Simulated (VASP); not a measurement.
# ReSe (F-43m) in VASP: density of states with PBEsol

Aim: the density of states of ReSe with PBEsol.

Program: VASP 6.6.1. These are calculated values, not measurements. Logs are shortened: lines on timing, memory, paths and dates and some standing lists are left out, and cuts for length are marked.

## Step 1: The cell of the first run

It takes space group F-43m (No. 216, cubic). Conventional cell: a = 5.845 Å, b = 5.845 Å, c = 5.845 Å, α = 90.00°, β = 90.00°, γ = 90.00°. Se (site symmetry -43m) has 4 Re at 2.53 Å within 3.3 Å. Re (site symmetry -43m) has 4 Se at 2.53 Å within 3.3 Å.

## Step 2: Density of states, PBEsol

Contents of POSCAR:

```
ReSe
1.0
    0.0000000000      2.9224970000      2.9224970000
    2.9224970000      0.0000000000      2.9224970000
    2.9224970000      2.9224970000      0.0000000000
Se Re
1 1
Direct
    0.0000000000      0.0000000000      0.0000000000
    0.2500000000      0.2500000000      0.2500000000
```

Contents of INCAR.step1:

```
SYSTEM = ReSe
PREC     = Accurate       ! precision mode
ENCUT    = 520            ! plane-wave cutoff, eV
EDIFF    = 1E-6           ! SCF threshold, eV
ISMEAR   = -1             ! smearing method
SIGMA    = 0.0607         ! smearing width, eV
LREAL    = .False.        ! projectors in reciprocal space
LASPH    = .True.         ! aspherical terms in the spheres
NELM     = 120            ! most SCF steps
ALGO     = Normal         ! electronic algorithm
ISIF     = 2              ! what is computed and relaxed
LWAVE    = .False.        ! write WAVECAR
LCHARG   = .True.         ! write CHGCAR
LMAXMIX  = 4              ! l up to which the mixer works
GGA      = PS             ! functional
NBANDS   = 14             ! bands
GGA_COMPAT= .False.      
NEDOS    = 2001           ! points of the DOS
LORBIT   = 11             ! projections on sites
```

Contents of KPOINTS.step1:

```
regular mesh
0
Gamma
  10 10 10
  0 0 0
```

Contents of INCAR.step2:

```
SYSTEM = ReSe
PREC     = Accurate       ! precision mode
ENCUT    = 520            ! plane-wave cutoff, eV
EDIFF    = 1E-6           ! SCF threshold, eV
ISMEAR   = -5             ! smearing method
SIGMA    = 0.0607         ! smearing width, eV
LREAL    = .False.        ! projectors in reciprocal space
LASPH    = .True.         ! aspherical terms in the spheres
NELM     = 120            ! most SCF steps
ALGO     = Normal         ! electronic algorithm
ISIF     = 2              ! what is computed and relaxed
LWAVE    = .False.        ! write WAVECAR
LCHARG   = .False.        ! write CHGCAR
LMAXMIX  = 4              ! l up to which the mixer works
GGA      = PS             ! functional
LORBIT   = 10             ! projections on sites
NEDOS    = 2001           ! points of the DOS
ICHARG   = 11             ! starting density
GGA_COMPAT= .False.
```

Contents of KPOINTS.step2:

```
regular mesh
0
Gamma
  15 15 15
  0 0 0
```

Potentials or basis: VASP PAW PBE potentials, release 64 (Se, Re).

On the command line:

```bash
$ cat potpaw_PBE.64/Se/POTCAR potpaw_PBE.64/Re/POTCAR > POTCAR
$ cp INCAR.step1 INCAR
$ cp KPOINTS.step1 KPOINTS
$ mpirun -np 1 vasp_std > vasp.out
$ cp INCAR.step2 INCAR
$ cp KPOINTS.step2 KPOINTS
$ mpirun -np 1 vasp_std > vasp.out
```

OUTCAR:

```text
SYSTEM = ReSe
   PREC = Accurate
   ENCUT = 520
   EDIFF = 1E-6
   ISMEAR = -5
   LREAL = .False.
   LASPH = .True.
   NELM = 120
   ISIF = 2
   GGA = PS
   LORBIT = 10
   ICHARG = 11

 ion  position               nearest neighbor table
   1  0.000  0.000  0.000-   2 2.53   2 2.53   2 2.53   2 2.53
   2  0.250  0.250  0.250-   1 2.53   1 2.53   1 2.53   1 2.53

  LATTYP: Found a face centered cubic cell.
 ALAT       =     5.8449940000

  Lattice vectors:

 A1 = (   0.0000000000,   2.9224970000,   2.9224970000)
 A2 = (   2.9224970000,   0.0000000000,   2.9224970000)
 A3 = (   2.9224970000,   2.9224970000,   0.0000000000)

Analysis of symmetry for initial positions (statically):
=====================================================================
 Subroutine PRICEL returns:
 Original cell was already a primitive cell.

 Routine SETGRP: Setting up the symmetry group for a
 face centered cubic supercell.

 Subroutine GETGRP returns: Found 24 space group operations
 (whereof 24 operations were pure point group operations)
 out of a pool of 48 trial point group operations.

The static configuration has the point symmetry T_d .

Analysis of symmetry for dynamics (positions and initial velocities):
=====================================================================
 Subroutine PRICEL returns:
 Original cell was already a primitive cell.

 Routine SETGRP: Setting up the symmetry group for a
 face centered cubic supercell.

 Subroutine GETGRP returns: Found 24 space group operations
 (whereof 24 operations were pure point group operations)
 out of a pool of 48 trial point group operations.

The dynamic configuration has the point symmetry T_d .

 Subroutine INISYM returns: Found 24 space group operations
 (whereof 24 operations are pure point group operations),
 and found     1 'primitive' translations

----------------------------------------------------------------------------------------

                                     Primitive cell

  volume of cell :      49.9220

  direct lattice vectors                    reciprocal lattice vectors
     0.000000000  2.922497000  2.922497000    -0.171086574  0.171086574  0.171086574
     2.922497000  0.000000000  2.922497000     0.171086574 -0.171086574  0.171086574
     2.922497000  2.922497000  0.000000000     0.171086574  0.171086574 -0.171086574

  length of vectors
     4.133034893  4.133034893  4.133034893     0.296330639  0.296330639  0.296330639

  position of ions in fractional coordinates (direct lattice)
     0.000000000  0.000000000  0.000000000
     0.250000000  0.250000000  0.250000000

  ion indices of the primitive-cell ions
   primitive index   ion index
                 1           1
                 2           2

----------------------------------------------------------------------------------------

 KPOINTS: regular mesh

Automatic generation of k-mesh.
 Grid dimensions read from file:
 generate k-points for:   15   15   15

 Generating k-lattice:

  Cartesian coordinates                     Fractional coordinates (reciprocal lattice)
    -0.011405772  0.011405772  0.011405772     0.066666667  0.000000000  0.000000000
     0.011405772 -0.011405772  0.011405772     0.000000000  0.066666667  0.000000000
     0.011405772  0.011405772 -0.011405772     0.000000000  0.000000000  0.066666667

  Length of vectors
     0.019755376  0.019755376  0.019755376

  Shift w.r.t. Gamma in fractional coordinates (k-lattice)
     0.000000000  0.000000000  0.000000000

 TETIRR: Found    484 inequivalent tetrahedra from    20250

 Subroutine IBZKPT returns following result:
 ===========================================

 Found    120 irreducible k-points:

 Following reciprocal coordinates:
            Coordinates               Weight
  0.000000  0.000000  0.000000      1.000000
  0.066667  0.000000  0.000000      8.000000
  0.133333  0.000000  0.000000      8.000000
  0.200000  0.000000  0.000000      8.000000
  0.266667  0.000000  0.000000      8.000000
  0.333333  0.000000  0.000000      8.000000
[... 16 lines left out ...]
  0.133333  0.133333  0.000000      6.000000
  0.200000  0.133333  0.000000     24.000000
 [... further k-points ...]
   k-points           NKPTS =    120   k-points in BZ     NKDIM =    120   number of bands    NBANDS=     10
   number of dos      NEDOS =   2001   number of ions     NIONS =      2
   total plane-waves  NPLWV =  32768
   dimension x,y,z NGX =    32 NGY =   32 NGZ =   32
   dimension x,y,z NGXF=    64 NGYF=   64 NGZF=   64
   ions per type =               1   1
   NGX,Y,Z   is equivalent  to a cutoff of  12.87, 12.87, 12.87 a.u.
   NGXF,Y,Z  is equivalent  to a cutoff of  25.74, 25.74, 25.74 a.u.
 SYSTEM =  ReSe
   PREC   = accura    normal or accurate (medium, high low for compatibility)
   ISTART =      0    job   : 0-new  1-cont  2-samecut
   ICHARG =     11    charge: 1-file 2-atom 10-const
   ISPIN  =      1    spin polarized calculation?
   LNONCOLLINEAR =      F non collinear calculations
   LSORBIT =      F    spin-orbit coupling
   LASPH  =      T    aspherical Exc in radial PAW
   ENCUT  =  520.0 eV  38.22 Ry    6.18 a.u.   7.68  7.68  7.68*2*pi/ulx,y,z
   NELM   =    120;   NELMIN=  2; NELMDL=  0     # of ELM steps
   EDIFF  = 0.1E-05   stopping-criterion for ELM
   LREAL  =      F    real-space projection
[... 7 lines left out ...]
   TEBEG  =    0.0;   TEEND  =   0.0 temperature during run
   PSTRESS=    0.0 pullay stress
   NELECT =      13.0000    total number of electrons
   NUPDOWN=      -1.0000    fix difference up-down
   EMIN   =  10.00;   EMAX   =-10.00  energy-range for DOS
   EFERMI =   0.00;   METHOD = LEGACY
   ISMEAR =    -5;   SIGMA  =   0.06  broadening in eV -4-tet -1-fermi 0-gaus
   EFERMI_NEDOS =   21; number of points for ismear=-14 and -15
   IALGO  =     38    algorithm
   IMIX   =      4    mixing-type and parameters
     AMIX     =   0.40;   BMIX     =  1.00
     AMIX_MAG =   1.60;   BMIX_MAG =  1.00
  volume/ion in A,a.u.               =      24.96       168.45
  Fermi-wavevector in a.u.,A,eV,Ry     =   1.045423  1.975562 14.869921  1.092908
  Thomas-Fermi vector in A             =   2.180218
   LORBIT       =     10    0 simple, 1 ext, 2 COOP (PROOUT), +10 PAW based schemes
   GGA     = PS    functional components
   LHFCALC =     F    Hartree Fock is set to
   AEXX    =    0.0000 exact exchange contribution
   IVDW    =     0    specifies the selected vdW correction
   LEPSILON=     F    determine dielectric tensor
   LRPA    =     F    only Hartree local field effects (RPA)
 non-spin polarized calculation
 Fermi weights with tetrahedron method with Bloechl corrections
  energy-cutoff  :      520.00
  volume of cell :       49.92
 maximum number of plane-waves:      1363

 number of electron      13.0000000 magnetization

 Free energy of the ion-electron system (eV)
  ---------------------------------------------------
  ext. energy  EPLUGINS =         0.00000000
  ---------------------------------------------------
  free energy    TOTEN  =       -14.87729674 eV

  energy without entropy =      -14.87729674  energy(sigma->0) =      -14.87729674

 E-fermi :   3.2997     XC(G=0): -10.0228

 val. band max:        3.3103237838   @ k =  -0.3333   0.2667   0.0667
 cond. band min:       3.2907880576   @ k =   0.4667   0.2667   0.0667
 fundamental gap:     -0.0195357262
 Fermi energy:         3.2996564307

 k-point     1 :       0.0000    0.0000    0.0000
  band No.  band energies     occupation
      1     -11.2308      2.00000
      2      -1.3222      2.00000
      3      -1.3222      2.00000
      4      -1.3222      2.00000
      5       2.6863      2.00000
      6       2.6863      2.00000
      7       3.7348      0.00000
      8       7.0965      0.00000
      9       7.0977      0.00000
     10       7.1015      0.00000

 k-point     2 :       0.0667    0.0000    0.0000
  band No.  band energies     occupation
      1     -11.2067      2.00000
      2      -1.3968      2.00000
      3      -1.3057      2.00000
      4      -1.3057      2.00000
      5       2.6719      2.00000
      6       2.6719      2.00000
      7       3.8858      0.00000
      8       6.8999      0.00000
      9       7.0484      0.00000
     10       7.0501      0.00000

 k-point     3 :       0.1333    0.0000    0.0000
  band No.  band energies     occupation
      1     -11.1378      2.00000
      2      -1.5852      2.00000
      3      -1.2599      2.00000
      4      -1.2599      2.00000
      5       2.6406      2.00000
      6       2.6406      2.00000
      7       4.2763      0.00000
      8       6.3672      0.00000
      9       6.8919      0.00000
     10       6.8964      0.00000

 k-point     4 :       0.2000    0.0000    0.0000
  band No.  band energies     occupation
      1     -11.0341      2.00000
      2      -1.8151      2.00000
      3      -1.1948      2.00000
      4      -1.1948      2.00000
      5       2.6210      2.00000
      6       2.6210      2.00000
      7       4.6807      0.00000
      8       5.7411      0.00000
      9       6.6204      0.00000
     10       6.6220      0.00000
[... 222 lines left out ...]
 k-point    22 :      -0.0667    0.0667    0.0000
  band No.  band energies     occupation
      1     -11.1676      2.00000
      2      -1.5087      2.00000
      3      -1.2819      2.00000
      4      -1.2754      2.00000
      5       2.6081      2.00000
      6       2.6947      2.00000
      7       4.1169      0.00000
      8       6.6559      0.00000
      9       6.7965      0.00000
     10       7.0752      0.00000

 k-point    23 :       0.1333    0.1333    0.0000
  band No.  band energies     occupation
      1     -11.1067      2.00000
      2      -1.6874      2.00000
      3      -1.2200      2.00000
      4      -1.2200      2.00000
      5       2.4448      2.00000
      6       2.7858      2.00000
      7       4.4578      0.00000
      8       6.4510      0.00000
      9       6.4607      0.00000
     10       6.9079      0.00000

 k-point    24 :       0.2000    0.1333    0.0000
  band No.  band energies     occupation
      1     -11.0294      2.00000
      2      -1.8559      2.00000
      3      -1.1685      2.00000
      4      -1.1588      2.00000
      5       2.3488      2.00000
      6       2.8263      2.00000
      7       4.8043      0.00000
      8       5.9395      0.00000
      9       6.1696      0.00000
     10       6.8485      0.00000

 [... further k-points ...]

------------------------ aborting loop because EDIFF is reached ----------------------------------------

  FORCE on cell =-STRESS in cart. coord.  units (eV):
  Direction    XX          YY          ZZ          XY          YZ          ZX
  --------------------------------------------------------------------------------------
  -------------------------------------------------------------------------------------
  Total       -5.7076239     -5.7076239     -5.7076239      0.0000000     -0.0000000     -0.0000000
  in kB     -183.1781700   -183.1781700   -183.1781700      0.0000000     -0.0000000     -0.0000000
  external PRESSURE =    -183.1781700 kB  Pullay stress =       0.0000000 kB

 VOLUME and BASIS-vectors are now :
 -----------------------------------------------------------------------------
  energy-cutoff  :      520.00
  volume of cell :       49.92
      direct lattice vectors                 reciprocal lattice vectors
     0.000000000  2.922497000  2.922497000    -0.171086574  0.171086574  0.171086574
     2.922497000  0.000000000  2.922497000     0.171086574 -0.171086574  0.171086574
     2.922497000  2.922497000  0.000000000     0.171086574  0.171086574 -0.171086574

 POSITION                                       TOTAL-FORCE (eV/Angst)
 -----------------------------------------------------------------------------------
      0.00000      0.00000      0.00000        -0.000000     -0.000000     -0.000000
      1.46125      1.46125      1.46125         0.000000      0.000000      0.000000
 -----------------------------------------------------------------------------------
    total drift:                               -0.000000     -0.000000     -0.000000

  FREE ENERGIE OF THE ION-ELECTRON SYSTEM (eV)
  ---------------------------------------------------
  free  energy   TOTEN  =       -14.8772967366 eV

  energy  without entropy=      -14.8772967366  energy(sigma->0) =      -14.87729674

 total charge

# of ion       s       p       d       tot
------------------------------------------
    1        1.418   2.264   0.129   3.810
    2        0.447   0.295   4.893   5.635
--------------------------------------------------
tot          1.865   2.558   5.022   9.445
```

It took 61 s on 1 thread of Intel Xeon 8259CL, shared host; peak memory 0.22 GiB.

What came out:

```
Valence electrons inside the program's atomic spheres : Se 3.81; Re 5.63
```

Levels at points of the mesh, in eV from the Fermi level:
| k point | band 2 | band 3 | band 4 | band 5 | band 6 | band 7 | band 8 | band 9 | band 10 |
| --- | --- | --- | --- | --- | --- | --- | --- | --- | --- |
| (0.00, 0.00, 0.00) | -4.62 | -4.62 | -4.62 | -0.61 | -0.61 | 0.44 | 3.80 | 3.80 | 3.80 |

Caveat: the PAW data sets were made with another functional, which shifts forces and pressure a little; spin-orbit coupling is left out, which moves the levels of the heavy elements; tetrahedron occupations give inexact forces and stress in metals.
